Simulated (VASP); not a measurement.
# KZnF3 (Pm-3m) in VASP: single point with PBE0

Aim: the single point of KZnF3 with PBE0.

All numbers are computed with VASP 6.6.1; they aren't measurements. Logs are shortened: lines on timing, memory, paths and dates and some standing lists are left out, and cuts for length are marked.

## 1. The cell of the first run

The structure is cubic, space group Pm-3m (No. 221). Conventional cell: a = 4.046 Å, b = 4.046 Å, c = 4.046 Å, α = 90.00°, β = 90.00°, γ = 90.00°. K (site symmetry m-3m) has 12 F at 2.86 Å and 8 Zn at 3.50 Å within 3.8 Å. Within 2.7 Å of Zn (site symmetry m-3m) lie 6 F at 2.02 Å. F (site symmetry 4/mmm) has 2 Zn at 2.02 Å within 2.7 Å.

## 2. Single point, PBE0

Input file POSCAR:

```
KZnF3
1.0
    4.0461680130      0.0000000000      0.0000000000
    0.0000000000      4.0461680130      0.0000000000
    0.0000000000      0.0000000000      4.0461680130
K Zn F
1 1 3
Direct
    0.0000000000      0.0000000000      0.0000000000
    0.5000000000      0.5000000000      0.5000000000
    0.5000000000      0.5000000000      0.0000000000
    0.0000000000      0.5000000000      0.5000000000
    0.5000000000      0.0000000000      0.5000000000
```

Input file INCAR.step1:

```
SYSTEM = KZnF3
PREC     = Accurate       ! precision mode
ENCUT    = 520            ! plane-wave cutoff, eV
EDIFF    = 1E-5           ! SCF threshold, eV
ISMEAR   = 0              ! smearing method
SIGMA    = 0.01           ! smearing width, eV
LREAL    = .FALSE.        ! projectors in reciprocal space
LASPH    = .TRUE.         ! aspherical terms in the spheres
NELM     = 60             ! most SCF steps
ALGO     = Normal         ! electronic algorithm
ISIF     = 2              ! what is computed and relaxed
LWAVE    = .TRUE.         ! write WAVECAR
LCHARG   = .FALSE.        ! write CHGCAR
GGA      = PE             ! functional
NBANDS   = 29             ! bands
```

Input file INCAR.step2:

```
SYSTEM = KZnF3
PREC     = Accurate       ! precision mode
ENCUT    = 520            ! plane-wave cutoff, eV
EDIFF    = 1E-6           ! SCF threshold, eV
ISMEAR   = 0              ! smearing method
SIGMA    = 0.01           ! smearing width, eV
LREAL    = .FALSE.        ! projectors in reciprocal space
LASPH    = .TRUE.         ! aspherical terms in the spheres
NELM     = 60             ! most SCF steps
ALGO     = Normal         ! electronic algorithm
ISIF     = 2              ! what is computed and relaxed
LWAVE    = .FALSE.        ! write WAVECAR
LCHARG   = .FALSE.        ! write CHGCAR
GGA      = PE             ! functional
LHFCALC  = .TRUE.         ! exact exchange
AEXX     = 0.25           ! exact-exchange fraction
PRECFOCK = Fast         
ISTART   = 1            
NBANDS   = 29             ! bands
```

Input file KPOINTS:

```
Automatic mesh
0
G
  4 4 4
  0 0 0
```

Potentials or basis: VASP PAW PBE potentials, release 64 (K_sv, Zn, F).

The run is started by

```sh
> cat potpaw_PBE.64/K_sv/POTCAR potpaw_PBE.64/Zn/POTCAR potpaw_PBE.64/F/POTCAR > POTCAR
> cp INCAR.step1 INCAR
> mpirun -np 1 vasp_std > vasp.out
> cp INCAR.step2 INCAR
> mpirun -np 1 vasp_std > vasp.out
```

OUTCAR:

```text
SYSTEM = KZnF3
   PREC = Accurate
   ENCUT = 520
   EDIFF = 1E-6
   ISMEAR = 0
   LREAL = .FALSE.
   LASPH = .TRUE.
   NELM = 60
   ISIF = 2
   GGA = PE
   LHFCALC = .TRUE.
   AEXX = 0.25
   PRECFOCK = Fast
   ISTART = 1

 ion  position               nearest neighbor table
   1  0.000  0.000  0.000-
   2  0.500  0.500  0.500-   3 2.02   4 2.02   5 2.02   3 2.02   5 2.02   4 2.02
   3  0.500  0.500  0.000-   2 2.02   2 2.02
   4  0.000  0.500  0.500-   2 2.02   2 2.02
   5  0.500  0.000  0.500-   2 2.02   2 2.02

  LATTYP: Found a simple cubic cell.
 ALAT       =     4.0461680130

  Lattice vectors:

 A1 = (   4.0461680130,   0.0000000000,   0.0000000000)
 A2 = (   0.0000000000,   4.0461680130,   0.0000000000)
 A3 = (   0.0000000000,   0.0000000000,   4.0461680130)

Analysis of symmetry for initial positions (statically):
=====================================================================
 Subroutine PRICEL returns:
 Original cell was already a primitive cell.

 Routine SETGRP: Setting up the symmetry group for a
 simple cubic supercell.

 Subroutine GETGRP returns: Found 48 space group operations
 (whereof 48 operations were pure point group operations)
 out of a pool of 48 trial point group operations.

The static configuration has the point symmetry O_h .

Analysis of symmetry for dynamics (positions and initial velocities):
=====================================================================
 Subroutine PRICEL returns:
 Original cell was already a primitive cell.

 Routine SETGRP: Setting up the symmetry group for a
 simple cubic supercell.

 Subroutine GETGRP returns: Found 48 space group operations
 (whereof 48 operations were pure point group operations)
 out of a pool of 48 trial point group operations.

The dynamic configuration has the point symmetry O_h .

 Subroutine INISYM returns: Found 48 space group operations
 (whereof 48 operations are pure point group operations),
 and found     1 'primitive' translations

----------------------------------------------------------------------------------------

                                     Primitive cell
[... 85 lines left out ...]
   NSW    =      0    number of steps for IOM
   IBRION =     -1    ionic relax: 0-MD 1-quasi-New 2-CG
   NFREE  =      0    steps in history (QN), initial steepest desc. (CG)
   ISIF   =      2    stress and relaxation
   ISYM   =      3    0-nonsym 1-usesym 2-fastsym
   POTIM  = 0.5000    time-step for ionic-motion
   TEBEG  =    0.0;   TEEND  =   0.0 temperature during run
   PSTRESS=    0.0 pullay stress
   NELECT =      42.0000    total number of electrons
   NUPDOWN=      -1.0000    fix difference up-down
   EMIN   =  10.00;   EMAX   =-10.00  energy-range for DOS
   EFERMI =   0.00;   METHOD = LEGACY
   ISMEAR =     0;   SIGMA  =   0.01  broadening in eV -4-tet -1-fermi 0-gaus
   EFERMI_NEDOS =   21; number of points for ismear=-14 and -15
   IALGO  =     38    algorithm
   IMIX   =      1    mixing-type and parameters
     AMIX     =   0.40;   BMIX     =  1.00
     AMIX_MAG =   1.60;   BMIX_MAG =  1.00
  volume/ion in A,a.u.               =      13.25        89.40
  Fermi-wavevector in a.u.,A,eV,Ry     =   1.406417  2.657742 26.912432  1.978008
  Thomas-Fermi vector in A             =   2.528779
   LORBIT       =      0    0 simple, 1 ext, 2 COOP (PROOUT), +10 PAW based schemes
   GGA     = PE    functional components
   LHFCALC =     T    Hartree Fock is set to
   PRECFOCK=fast      Normal, Fast or Accurate (Low or Medium for compatibility)
   ENCUT4O =  -1.0   cutoff for four orbital integrals eV
   NKREDX  =     1    reduce k-point grid by
   NKREDY  =     1    reduce k-point grid by
   NKREDZ  =     1    reduce k-point grid by
   AEXX    =    0.2500 exact exchange contribution
   HFSCREEN=    0.0000 screening length (either q_TF or 0.3 A-1)
   HFSCREENC=   0.0000 screening length for correlation (either q_TF or 0.3 A-1)
   ENCUTFOCK=  -1.0 apply spherical cutoff to Coloumb kernel
   IVDW    =     0    specifies the selected vdW correction
   LEPSILON=     F    determine dielectric tensor
   LRPA    =     F    only Hartree local field effects (RPA)
 non-spin polarized calculation
 Gauss-broadening in eV      SIGMA  =   0.01
  energy-cutoff  :      520.00
  volume of cell :       66.24
 maximum number of plane-waves:      1803
  NGX = 18; NGY = 18; NGZ = 18

 number of electron      41.9999980 magnetization

 Free energy of the ion-electron system (eV)
  ---------------------------------------------------
  ext. energy  EPLUGINS =         0.00000000
  ---------------------------------------------------
  free energy    TOTEN  =       -26.88474335 eV

  energy without entropy =      -26.88474335  energy(sigma->0) =      -26.88474335

 E-fermi :  -2.8086     XC(G=0):  -7.7264

 val. band max:       -2.8837202222   @ k =   0.5000   0.5000   0.5000
 cond. band min:       4.1141796888   @ k =   0.0000   0.0000   0.0000
 fundamental gap:      6.9978999109
 Fermi energy:        -2.8085760494

 k-point     1 :       0.0000    0.0000    0.0000
  band No.  band energies     occupation
      1     -31.3907      2.00000
      2     -26.0175      2.00000
      3     -25.3747      2.00000
      4     -25.3747      2.00000
      5     -13.5231      2.00000
      6     -13.5231      2.00000
[... 309 lines left out ...]
     28      13.1874      0.00000
     29      13.8543      0.00000

------------------------ aborting loop because EDIFF is reached ----------------------------------------

  FORCE on cell =-STRESS in cart. coord.  units (eV):
  Direction    XX          YY          ZZ          XY          YZ          ZX
  --------------------------------------------------------------------------------------
  -------------------------------------------------------------------------------------
  Total        0.9690127      0.9690127      0.9690127      0.0000000     -0.0000000      0.0000000
  in kB       23.4373387     23.4373387     23.4373387      0.0000000     -0.0000000      0.0000000
  external PRESSURE =      23.4373387 kB  Pullay stress =       0.0000000 kB

 VOLUME and BASIS-vectors are now :
 -----------------------------------------------------------------------------
  energy-cutoff  :      520.00
  volume of cell :       66.24
      direct lattice vectors                 reciprocal lattice vectors
     4.046168013  0.000000000  0.000000000     0.247147424  0.000000000  0.000000000
     0.000000000  4.046168013  0.000000000     0.000000000  0.247147424  0.000000000
     0.000000000  0.000000000  4.046168013     0.000000000  0.000000000  0.247147424

 POSITION                                       TOTAL-FORCE (eV/Angst)
 -----------------------------------------------------------------------------------
      0.00000      0.00000      0.00000         0.000000      0.000000      0.000000
      2.02308      2.02308      2.02308         0.000000      0.000000      0.000000
      2.02308      2.02308      0.00000         0.000000      0.000000      0.000000
      0.00000      2.02308      2.02308         0.000000      0.000000      0.000000
      2.02308      0.00000      2.02308         0.000000      0.000000      0.000000
 -----------------------------------------------------------------------------------
    total drift:                               -0.000000     -0.000000     -0.000000

  FREE ENERGIE OF THE ION-ELECTRON SYSTEM (eV)
  ---------------------------------------------------
  free  energy   TOTEN  =       -26.8847433497 eV

  energy  without entropy=      -26.8847433497  energy(sigma->0) =      -26.88474335
```

Run time: 21 min. Hardware: 1 thread of AMD EPYC 7R43 (Zen 3), shared host; peak memory 0.16 GiB.

Results:

```yaml
Free_energy: -26.8847 eV
Pressure: 2.3 GPa
Band_gap_on_the_k_mesh: 7.00 eV (least direct gap 8.78 eV)
```

Levels at points of the mesh, in eV from the valence-band top:
| k point | band 19 | band 20 | band 21 | band 22 | band 23 | band 24 |
| --- | --- | --- | --- | --- | --- | --- |
| (0.00, 0.00, 0.00) | -1.78 | -1.78 | -1.78 | 7.00 | 11.81 | 11.81 |
| (0.50, 0.00, 0.00) | -1.83 | -1.83 | -1.73 | 9.92 | 11.40 | 12.84 |
| (0.50, 0.50, 0.00) | -1.93 | -1.49 | 0.00 | 11.48 | 13.35 | 13.40 |
| (0.50, 0.50, 0.50) | -1.47 | 0.00 | 0.00 | 11.63 | 11.63 | 11.63 |

Caveat: the PAW data sets were made with another functional, which shifts forces and pressure a little. A k mesh can miss the band edges.
